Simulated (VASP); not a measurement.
# BN in VASP: notebook, part 2 of 2

VASP 6.6.1. The steps go on from the part before.

## (3) Relaxation of cell and atoms, PBEsol

This run uses another cell than the first one, of 5.88 Å³/atom, 1.003 times its volume.

INCAR reads:

```
SYSTEM = BN
PREC = Accurate
ENCUT = 600
EDIFF = 1E-6
ISMEAR = 0
SIGMA = 0.02
LREAL = .False.
LASPH = .True.
NELM = 80
ALGO = Normal
ISIF = 3
LWAVE = .False.
LCHARG = .False.
GGA = PS
IBRION = 2
NSW = 65
EDIFFG = -0.01
```

KPOINTS reads:

```
Automatic mesh
0
Gamma
  12 12 4
  0 0 0
```

POSCAR reads:

```
BN
1.0
    2.5410117668      0.0000000000      0.0000000000
   -1.2705058834      2.2005807414      0.0000000000
    0.0000000000      0.0000000000      6.3049514440
B N
3 3
Direct
    0.0000000000      0.0000000000      0.0000000000
    0.3333333333      0.6666666667      0.3333333333
    0.6666666667      0.3333333333      0.6666666667
    0.0000000000      0.0000000000      0.2500000000
    0.3333333333      0.6666666667      0.5833333333
    0.6666666667      0.3333333333      0.9166666667
```

Potentials or basis: VASP PAW PBE potentials, release 64 (B, N).

The run is started by

```
$ cat potpaw_PBE.64/B/POTCAR potpaw_PBE.64/N/POTCAR > POTCAR
$ mpirun -np 1 vasp_std > vasp.out
```

OUTCAR:

```text
SYSTEM = BN
   PREC = Accurate
   ENCUT = 600
   EDIFF = 1E-6
   ISMEAR = 0
   LREAL = .False.
   LASPH = .True.
   NELM = 80
   ISIF = 3
   GGA = PS
   IBRION = 2
   NSW = 65
   EDIFFG = -0.01

 ion  position               nearest neighbor table
   1  0.000  0.000  0.000-   6 1.56   6 1.56   6 1.56   4 1.58
   2  0.333  0.667  0.333-   4 1.56   4 1.56   4 1.56   5 1.58
   3  0.667  0.333  0.667-   5 1.56   5 1.56   5 1.56   6 1.58
   4  0.000  0.000  0.250-   2 1.56   2 1.56   2 1.56   1 1.58
   5  0.333  0.667  0.583-   3 1.56   3 1.56   3 1.56   2 1.58
   6  0.667  0.333  0.917-   1 1.56   1 1.56   1 1.56   3 1.58

  LATTYP: Found a hexagonal cell.
 ALAT       =     2.5410117668
 C/A-ratio  =     2.4812759730

  Lattice vectors:

 A1 = (   2.5410117668,   0.0000000000,   0.0000000000)
 A2 = (  -1.2705058834,   2.2005807414,   0.0000000000)
 A3 = (   0.0000000000,   0.0000000000,   6.3049514440)

Analysis of symmetry for initial positions (statically):
=====================================================================
 Subroutine PRICEL returns following result:

  LATTYP: Found a trigonal (rhomboedric) cell.
 ALAT       =     2.5630414896
 COS(alpha) =     0.5085582105

  Lattice vectors:

 A1 = (   1.2705058833,  -0.7335269137,   2.1016504811)
 A2 = (  -0.0000000001,   1.4670538277,   2.1016504811)
 A3 = (  -1.2705058831,  -0.7335269139,   2.1016504818)

   3 primitive cells build up your supercell.

 Routine SETGRP: Setting up the symmetry group for a
 hexagonal supercell.

 Subroutine GETGRP returns: Found  6 space group operations
 (whereof  6 operations were pure point group operations)
 out of a pool of 24 trial point group operations.

The static configuration has the point symmetry C_3v.

Analysis of symmetry for dynamics (positions and initial velocities):
=====================================================================
 Subroutine PRICEL returns following result:

  LATTYP: Found a trigonal (rhomboedric) cell.
 ALAT       =     2.5630414896
 COS(alpha) =     0.5085582105

  Lattice vectors:

 A1 = (   1.2705058833,  -0.7335269137,   2.1016504811)
 A2 = (  -0.0000000001,   1.4670538277,   2.1016504811)
 A3 = (  -1.2705058831,  -0.7335269139,   2.1016504818)

   3 primitive cells build up your supercell.

 Routine SETGRP: Setting up the symmetry group for a
 hexagonal supercell.

 Subroutine GETGRP returns: Found  6 space group operations
 (whereof  6 operations were pure point group operations)
 out of a pool of 24 trial point group operations.

The dynamic configuration has the point symmetry C_3v.

 Subroutine INISYM returns: Found  6 space group operations
 (whereof  6 operations are pure point group operations),
 and found     3 'primitive' translations

----------------------------------------------------------------------------------------

                                     Primitive cell

[... 48 lines left out ...]
  0.083333  0.000000  0.000000      6.000000
  0.166667  0.000000  0.000000      6.000000
  0.250000  0.000000  0.000000      6.000000
  0.333333 -0.000000  0.000000      6.000000
  0.416667  0.000000  0.000000      6.000000
[... 16 lines left out ...]
  0.166667  0.000000  0.250000      6.000000
  0.000000  0.166667  0.250000      6.000000
 [... further k-points ...]
   k-points           NKPTS =     69   k-points in BZ     NKDIM =     69   number of bands    NBANDS=     16
   number of dos      NEDOS =    301   number of ions     NIONS =      6
   total plane-waves  NPLWV =  20000
   dimension x,y,z NGX =    20 NGY =   20 NGZ =   50
   dimension x,y,z NGXF=    40 NGYF=   40 NGZF=  100
   ions per type =               3   3
   NGX,Y,Z   is equivalent  to a cutoff of  13.09, 13.09, 13.18 a.u.
   NGXF,Y,Z  is equivalent  to a cutoff of  26.17, 26.17, 26.37 a.u.
 SYSTEM =  BN
   PREC   = accura    normal or accurate (medium, high low for compatibility)
   ISTART =      0    job   : 0-new  1-cont  2-samecut
   ICHARG =      2    charge: 1-file 2-atom 10-const
   ISPIN  =      1    spin polarized calculation?
   LNONCOLLINEAR =      F non collinear calculations
   LSORBIT =      F    spin-orbit coupling
   LASPH  =      T    aspherical Exc in radial PAW
   ENCUT  =  600.0 eV  44.10 Ry    6.64 a.u.   5.08  5.08 12.59*2*pi/ulx,y,z
   NELM   =     80;   NELMIN=  2; NELMDL= -5     # of ELM steps
   EDIFF  = 0.1E-05   stopping-criterion for ELM
   LREAL  =      F    real-space projection
   EDIFFG = -.1E-01   stopping-criterion for IOM
   NSW    =     65    number of steps for IOM
   IBRION =      2    ionic relax: 0-MD 1-quasi-New 2-CG
   NFREE  =      1    steps in history (QN), initial steepest desc. (CG)
   ISIF   =      3    stress and relaxation
   ISYM   =      2    0-nonsym 1-usesym 2-fastsym
   POTIM  = 0.5000    time-step for ionic-motion
   TEBEG  =    0.0;   TEEND  =   0.0 temperature during run
   PSTRESS=    0.0 pullay stress
   NELECT =      24.0000    total number of electrons
   NUPDOWN=      -1.0000    fix difference up-down
   EMIN   =  10.00;   EMAX   =-10.00  energy-range for DOS
   EFERMI =   0.00;   METHOD = LEGACY
   ISMEAR =     0;   SIGMA  =   0.02  broadening in eV -4-tet -1-fermi 0-gaus
   EFERMI_NEDOS =   21; number of points for ismear=-14 and -15
   IALGO  =     38    algorithm
   IMIX   =      4    mixing-type and parameters
     AMIX     =   0.40;   BMIX     =  1.00
     AMIX_MAG =   1.60;   BMIX_MAG =  1.00
  volume/ion in A,a.u.               =       5.88        39.65
  Fermi-wavevector in a.u.,A,eV,Ry     =   1.440135  2.721461 28.218348  2.073990
  Thomas-Fermi vector in A             =   2.558913
   LORBIT       =      0    0 simple, 1 ext, 2 COOP (PROOUT), +10 PAW based schemes
   GGA     = PS    functional components
   LHFCALC =     F    Hartree Fock is set to
   AEXX    =    0.0000 exact exchange contribution
   IVDW    =     0    specifies the selected vdW correction
   LEPSILON=     F    determine dielectric tensor
   LRPA    =     F    only Hartree local field effects (RPA)
 conjugate gradient relaxation of ions
 non-spin polarized calculation
 Gauss-broadening in eV      SIGMA  =   0.02
  energy-cutoff  :      600.00
  volume of cell :       35.26
 maximum number of plane-waves:      1195
   NGX = 11   NGY = 11   NGZ = 25

--------------------------------------- Ionic step        1  -------------------------------------------

 number of electron      24.0000001 magnetization

 Free energy of the ion-electron system (eV)
  ---------------------------------------------------
  ext. energy  EPLUGINS =         0.00000000
  ---------------------------------------------------
  free energy    TOTEN  =       -55.04110977 eV

  energy without entropy =      -55.04110977  energy(sigma->0) =      -55.04110977

------------------------ aborting loop because EDIFF is reached ----------------------------------------

  FORCE on cell =-STRESS in cart. coord.  units (eV):
  Direction    XX          YY          ZZ          XY          YZ          ZX
  --------------------------------------------------------------------------------------
  -------------------------------------------------------------------------------------
  Total        0.7160064      0.7160064     -1.8723995     -0.0000000      0.0000000      0.0000000
  in kB       32.5388171     32.5388171    -85.0909485     -0.0000000      0.0000000      0.0000000
  external PRESSURE =      -6.6711048 kB  Pullay stress =       0.0000000 kB
[... 147 lines left out ...]
--------------------------------------- Ionic step        5  -------------------------------------------

 number of electron      24.0000001 magnetization

 Free energy of the ion-electron system (eV)
  ---------------------------------------------------
  ext. energy  EPLUGINS =         0.00000000
  ---------------------------------------------------
  free energy    TOTEN  =       -55.05242790 eV

  energy without entropy =      -55.05242790  energy(sigma->0) =      -55.05242790

 E-fermi :   7.5764     XC(G=0): -13.0503

 val. band max:        7.4486384873   @ k =   0.0000   0.0000   0.0000
 cond. band min:      11.7326251549   @ k =   0.5000   0.0000   0.0000
 fundamental gap:      4.2839866676
 Fermi energy:         7.5763563778

 k-point     1 :       0.0000    0.0000    0.0000
  band No.  band energies     occupation
      1     -12.8841      2.00000
      2     -10.3159      2.00000
      3     -10.3159      2.00000
      4      -0.5126      2.00000
      5      -0.5126      2.00000
      6       5.8686      2.00000
[... 433 lines left out ...]
      3      -8.7002      2.00000
      4      -1.9752      2.00000
      5       2.0506      2.00000
      6       3.1449      2.00000
[... 8 lines left out ...]
     15      17.0597      0.00000
     16      17.0891      0.00000

 [... further k-points ...]

------------------------ aborting loop because EDIFF is reached ----------------------------------------

  FORCE on cell =-STRESS in cart. coord.  units (eV):
  Direction    XX          YY          ZZ          XY          YZ          ZX
  --------------------------------------------------------------------------------------
  -------------------------------------------------------------------------------------
  Total        0.0079799      0.0079799     -0.0005107     -0.0000000     -0.0000000      0.0000000
  in kB        0.3633694      0.3633694     -0.0232568     -0.0000000     -0.0000000      0.0000000
  external PRESSURE =       0.2344940 kB  Pullay stress =       0.0000000 kB
[... 21 lines left out ...]
  FREE ENERGIE OF THE ION-ELECTRON SYSTEM (eV)
  ---------------------------------------------------
  free  energy   TOTEN  =       -55.0524278981 eV

  energy  without entropy=      -55.0524278981  energy(sigma->0) =      -55.05242790

 reached required accuracy - stopping structural energy minimisation
```

CONTCAR:

```text
BN
   1.00000000000000
     2.5502339181630020    0.0000000000000000    0.0000000000000000
    -1.2751169590815010    2.2085673587582968    0.0000000000000000
    -0.0000000000000000    0.0000000000000000    6.2469682808607656
  B               N
     3     3
Direct
     0.0000000000000000    0.0000000000000000    0.9999998310488689
     0.3333333332999970    0.6666666667000030    0.3333331643488660
     0.6666666667000030    0.3333333332999970    0.6666664977488718
     0.0000000000000000    0.0000000000000000    0.2500001689511311
     0.3333333332999970    0.6666666667000030    0.5833335022511282
     0.6666666667000030    0.3333333332999970    0.9166668356511342

  0.00000000E+00  0.00000000E+00  0.00000000E+00
  0.00000000E+00  0.00000000E+00  0.00000000E+00
  0.00000000E+00  0.00000000E+00  0.00000000E+00
  0.00000000E+00  0.00000000E+00  0.00000000E+00
  0.00000000E+00  0.00000000E+00  0.00000000E+00
  0.00000000E+00  0.00000000E+00  0.00000000E+00
```

Run time: 74 s. Hardware: 1 thread of Intel Xeon Platinum 8375C at 2.90GHz (Ice Lake), shared host; peak memory 0.17 GiB.

What came out:

```
Free energy                            : -55.0524 eV
Relaxed volume                         : 5.86 Å³/atom
Relaxed cell                           : a = 2.550 Å, b = 2.550 Å, c = 6.247 Å, α = 90.00°, β = 90.00°, γ = 120.00°
Space group after relaxing (to 0.05 Å) : F-43m (No. 216)
Energy gained by relaxing              : 1.9 meV/atom
Ionic steps                            : 5
Pressure after relaxing                : 0.0 GPa
Band gap on the k mesh                 : 4.28 eV
```

The path:
| step | energy change (eV) | largest force (eV/Å) | pressure (GPa) | volume (Å³) |
| --- | --- | --- | --- | --- |
| 1 | 0.0000 | 0.0290 | -0.67 | 35.26 |
| 2 | -0.0063 | 0.0984 | 0.74 | 35.13 |
| 3 | -0.0112 | 0.0402 | 0.10 | 35.18 |
| 4 | -0.0112 | 0.0462 | -0.07 | 35.19 |
| 5 | -0.0113 | 0.0003 | 0.02 | 35.19 |

Final structure:
```
CELL_PARAMETERS angstrom
2.55023 0.00000 0.00000
-1.27512 2.20857 0.00000
0.00000 0.00000 6.24697
ATOMIC_POSITIONS crystal
B 0.00000 0.00000 0.00000
B 0.33333 0.66667 0.33333
B 0.66667 0.33333 0.66667
N 0.00000 0.00000 0.25000
N 0.33333 0.66667 0.58333
N 0.66667 0.33333 0.91667
```

Caveat: the PAW data sets were made with another functional, which shifts forces and pressure a little.
